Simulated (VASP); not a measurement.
Hg3Pt: single point with PBE

The system is Hg3Pt.

```
Hg Pt
1.0
     4.42942    0.00000    0.00000
     0.00000    4.42942    0.00000
     0.00000    0.00000    4.42942
Hg Pt
3 1
Direct
  0.50000 0.50000 0.00000
  0.50000 0.00000 0.50000
  0.00000 0.50000 0.50000
  0.00000 0.00000 0.00000
```

```json
{
  "Program": "VASP 6.6.1",
  "Task": "single point",
  "Functional": "PBE",
  "Potentials or basis": "VASP PAW PBE potentials, release 64 (Hg, Pt)",
  "Cutoff": "520 eV",
  "k mesh": "6 × 6 × 6",
  "Occupations": "fermi-dirac, width 0.05 eV",
  "Spin": "no spin polarisation",
  "Dipole correction": "no",
  "Further INCAR settings": "ALGO = Normal; EDIFF = 1e-06; NBANDS = 31"
}
```

```
Pressure               : -4.6 GPa
Band gap on the k mesh : zero (bands 23 and 24 overlap by 2.22 eV)
```

Levels at points of the mesh, in eV from the Fermi level:
| k point | band 20 | band 21 | band 22 | band 23 | band 24 | band 25 | band 26 | band 27 |
| --- | --- | --- | --- | --- | --- | --- | --- | --- |
| (0.00, 0.00, 0.00) | -1.44 | -1.44 | 0.09 | 0.09 | 0.09 | 1.76 | 1.76 | 2.91 |
| (0.50, 0.00, 0.00) | -2.20 | -1.77 | -1.49 | 0.74 | 2.42 | 3.84 | 3.84 | 3.95 |
| (0.50, 0.50, 0.00) | -2.20 | -2.20 | -1.75 | -1.05 | -0.58 | 4.81 | 5.34 | 5.34 |
| (0.50, 0.50, 0.50) | -1.49 | -1.49 | -1.23 | -1.23 | -1.23 | 0.35 | 0.35 | 0.35 |

It took 18 s on 1 thread of Intel(R) Xeon(R) 6975P-C (Granite Rapids) (shared host), peak memory 0.22 GiB.

Caveat: the cell stands under tension; spin-orbit coupling is left out, which moves the levels of the heavy elements.
